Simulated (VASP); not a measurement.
A run of VASP 6.6.1 is set up as follows.

INCAR

```
PREC = Accurate ; ENCUT = 520
EDIFF = 1E-6 ; ISMEAR = -1
SIGMA = 0.1 ; LREAL = False
LASPH = True ; NELM = 80
ALGO = Normal ; ISIF = 2
LWAVE = False ; LCHARG = False
GGA = PS ; NBANDS = 12
```

Contents of KPOINTS:

```
regular mesh
0
Gamma
  13 13 13
```

File POSCAR:

```
Ta
1.0
    2.7076381087      0.0000000000      0.0000000000
    0.0000000000      2.7076381087      0.0000000000
    0.0000000000      0.0000000000      2.7076381087
Ta
1
Direct
    0.0000000000      0.0000000000      0.0000000000
```

Potentials or basis: VASP PAW PBE potentials, release 64 (Ta_pv).

Launch:

```console
$ cat potpaw_PBE.64/Ta_pv/POTCAR > POTCAR
$ mpirun -np 1 vasp_std > vasp.out
```

Problem. What does it give for the pressure?

Solution. 0.1 GPa.

Caveat: the PAW data sets were made with another functional, which shifts forces and pressure a little.
